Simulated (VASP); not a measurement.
# La (P6_3/mmc) in VASP: single point with PBE

Aim: the single point of La with PBE.

Program: VASP 6.6.1. These are calculated values, not measurements. Logs are shortened: lines on timing, memory, paths and dates and some standing lists are left out, and cuts for length are marked.

## 1. The cell of the first run

Symmetry: P6_3/mmc, No. 194, hexagonal system. The conventional cell has a = 3.401 Å, b = 3.401 Å, c = 5.715 Å, α = 90.00°, β = 90.00°, γ = 120.00°. La (site symmetry -6m2) has 12 La at 3.40 to 3.47 Å within 4.5 Å.

## 2. Single point, PBE

The input, INCAR:

```
SYSTEM = La
ALGO = Normal
EDIFF = 1E-7
ENCUT = 520
GGA = PE
ISIF = 2
ISMEAR = -1
LASPH = .TRUE.
LCHARG = .FALSE.
LREAL = .FALSE.
LWAVE = .FALSE.
NBANDS = 18
NELM = 100
PREC = Accurate
SIGMA = 0.05
```

The input, KPOINTS:

```
k-points
0
G
  13 13 7
  0 0 0
```

The input, POSCAR:

```
La
1.0
    3.4005118719      0.0000000000      0.0000000000
   -1.7002559359      2.9449296669      0.0000000000
    0.0000000000      0.0000000000      5.7146751919
La
2
Direct
    0.3333333333      0.6666666667      0.2500000000
    0.6666666667      0.3333333333      0.7500000000
```

Potentials or basis: VASP PAW PBE potentials, release 64 (La).

On the command line:

```bash
> cat potpaw_PBE.64/La/POTCAR > POTCAR
> mpirun -np 1 vasp_std > vasp.out
```

OUTCAR:

```text
SYSTEM = La
   EDIFF = 1E-7
   ENCUT = 520
   GGA = PE
   ISIF = 2
   ISMEAR = -1
   LASPH = .TRUE.
   LREAL = .FALSE.
   NELM = 100
   PREC = Accurate

 ion  position               nearest neighbor table
   1  0.333  0.667  0.250-   2 3.47   2 3.47   2 3.47   2 3.47   2 3.47   2 3.47
   2  0.667  0.333  0.750-   1 3.47   1 3.47   1 3.47   1 3.47   1 3.47   1 3.47

  LATTYP: Found a hexagonal cell.
 ALAT       =     3.4005118719
 C/A-ratio  =     1.6805338158

  Lattice vectors:

 A1 = (   3.4005118719,   0.0000000000,   0.0000000000)
 A2 = (  -1.7002559359,   2.9449296669,   0.0000000000)
 A3 = (   0.0000000000,   0.0000000000,   5.7146751919)

Analysis of symmetry for initial positions (statically):
=====================================================================
 Subroutine PRICEL returns:
 Original cell was already a primitive cell.

 Routine SETGRP: Setting up the symmetry group for a
 hexagonal supercell.

 Subroutine GETGRP returns: Found 24 space group operations
 (whereof 12 operations were pure point group operations)
 out of a pool of 24 trial point group operations.

The static configuration has the point symmetry D_3d.
 The point group associated with its full space group is D_6h.

Analysis of symmetry for dynamics (positions and initial velocities):
=====================================================================
 Subroutine PRICEL returns:
 Original cell was already a primitive cell.

 Routine SETGRP: Setting up the symmetry group for a
 hexagonal supercell.

 Subroutine GETGRP returns: Found 24 space group operations
 (whereof 12 operations were pure point group operations)
 out of a pool of 24 trial point group operations.

The dynamic configuration has the point symmetry D_3d.
 The point group associated with its full space group is D_6h.

 Subroutine INISYM returns: Found 24 space group operations
 (whereof 12 operations are pure point group operations),
 and found     1 'primitive' translations

----------------------------------------------------------------------------------------

                                     Primitive cell

  volume of cell :      57.2283

  direct lattice vectors                    reciprocal lattice vectors
     3.400511872  0.000000000  0.000000000     0.294073374  0.169783342  0.000000000
    -1.700255936  2.944929667  0.000000000     0.000000000  0.339566683  0.000000000
[... 76 lines left out ...]
   PREC   = accura    normal or accurate (medium, high low for compatibility)
   ISTART =      0    job   : 0-new  1-cont  2-samecut
   ICHARG =      2    charge: 1-file 2-atom 10-const
   ISPIN  =      1    spin polarized calculation?
   LNONCOLLINEAR =      F non collinear calculations
   LSORBIT =      F    spin-orbit coupling
   LASPH  =      T    aspherical Exc in radial PAW
   ENCUT  =  520.0 eV  38.22 Ry    6.18 a.u.   6.32  6.32 10.63*2*pi/ulx,y,z
   NELM   =    100;   NELMIN=  2; NELMDL= -5     # of ELM steps
   EDIFF  = 0.1E-06   stopping-criterion for ELM
   LREAL  =      F    real-space projection
   EDIFFG = 0.1E-05   stopping-criterion for IOM
   NSW    =      0    number of steps for IOM
   IBRION =     -1    ionic relax: 0-MD 1-quasi-New 2-CG
   NFREE  =      0    steps in history (QN), initial steepest desc. (CG)
   ISIF   =      2    stress and relaxation
   ISYM   =      2    0-nonsym 1-usesym 2-fastsym
   POTIM  = 0.5000    time-step for ionic-motion
   TEBEG  =    0.0;   TEEND  =   0.0 temperature during run
   PSTRESS=    0.0 pullay stress
   NELECT =      22.0000    total number of electrons
   NUPDOWN=      -1.0000    fix difference up-down
   EMIN   =  10.00;   EMAX   =-10.00  energy-range for DOS
   EFERMI =   0.00;   METHOD = LEGACY
   ISMEAR =    -1;   SIGMA  =   0.05  broadening in eV -4-tet -1-fermi 0-gaus
   EFERMI_NEDOS =   21; number of points for ismear=-14 and -15
   IALGO  =     38    algorithm
   IMIX   =      4    mixing-type and parameters
     AMIX     =   0.40;   BMIX     =  1.00
     AMIX_MAG =   1.60;   BMIX_MAG =  1.00
  volume/ion in A,a.u.               =      28.61       193.10
  Fermi-wavevector in a.u.,A,eV,Ry     =   1.190361  2.249457 19.278912  1.416960
  Thomas-Fermi vector in A             =   2.326448
   LORBIT       =      0    0 simple, 1 ext, 2 COOP (PROOUT), +10 PAW based schemes
   GGA     = PE    functional components
   LHFCALC =     F    Hartree Fock is set to
   AEXX    =    0.0000 exact exchange contribution
   IVDW    =     0    specifies the selected vdW correction
   LEPSILON=     F    determine dielectric tensor
   LRPA    =     F    only Hartree local field effects (RPA)
 non-spin polarized calculation
  energy-cutoff  :      520.00
  volume of cell :       57.23
 maximum number of plane-waves:      1563
 NGX is ok and might be reduce to    28
   NGX = 13   NGY = 13   NGZ = 21

 number of electron      21.9999998 magnetization

 Free energy of the ion-electron system (eV)
  ---------------------------------------------------
  ext. energy  EPLUGINS =         0.00000000
  ---------------------------------------------------
  free energy    TOTEN  =        -9.26942479 eV

  energy without entropy =       -9.24743040  energy(sigma->0) =       -9.25842759

 E-fermi :  10.6602     XC(G=0): -10.6749

 val. band max:       10.6479849247   @ k =   0.1538   0.0769   0.1429
 cond. band min:      10.6665636105   @ k =   0.1538   0.1538   0.1429
 fundamental gap:      0.0185786858
 Fermi energy:        10.6602370906

 k-point     1 :       0.0000    0.0000    0.0000
  band No.  band energies     occupation
      1     -22.0362      2.00000
      2     -21.5637      2.00000
      3      -7.0045      2.00000
      4      -4.5198      2.00000
      5      -4.5198      2.00000
      6      -4.3344      2.00000
[... 481 lines left out ...]
      5      -4.8727      2.00000
      6      -4.6679      2.00000
[... 10 lines left out ...]
     17      12.7444      0.00000
     18      12.8970      0.00000

 [... further k-points ...]
[... 5 lines left out ...]
  --------------------------------------------------------------------------------------
  -------------------------------------------------------------------------------------
  Total        3.4216855      3.4216855      3.1784724      0.0000000      0.0000000      0.0000000
  in kB       95.7943502     95.7943502     88.9852977      0.0000000      0.0000000      0.0000000
  external PRESSURE =      93.5246661 kB  Pullay stress =       0.0000000 kB

 VOLUME and BASIS-vectors are now :
 -----------------------------------------------------------------------------
  energy-cutoff  :      520.00
  volume of cell :       57.23
      direct lattice vectors                 reciprocal lattice vectors
     3.400511872  0.000000000  0.000000000     0.294073374  0.169783342  0.000000000
    -1.700255936  2.944929667  0.000000000     0.000000000  0.339566683  0.000000000
     0.000000000  0.000000000  5.714675192     0.000000000  0.000000000  0.174988073

 POSITION                                       TOTAL-FORCE (eV/Angst)
 -----------------------------------------------------------------------------------
     -0.00000      1.96329      1.42867         0.000000     -0.000000      0.000000
      1.70026      0.98164      4.28601        -0.000000      0.000000      0.000000
 -----------------------------------------------------------------------------------
    total drift:                                0.000000     -0.000000      0.000000

  FREE ENERGIE OF THE ION-ELECTRON SYSTEM (eV)
  ---------------------------------------------------
  free  energy   TOTEN  =        -9.2694247866 eV

  energy  without entropy=       -9.2474303959  energy(sigma->0) =       -9.25842759
```

It took 1.8 min on 1 thread of Intel Xeon Platinum 8488C (Sapphire Rapids), shared host; peak memory 0.24 GiB.

What came out:

```yaml
Free_energy: -9.2694 eV
Pressure: 9.4 GPa
Band_gap_on_the_k_mesh: zero (band 11 reaches 11.59 eV, above the bottom of band 12 at 9.94 eV)
```

Caveat: spin-orbit coupling is left out, which moves the levels of the heavy elements.
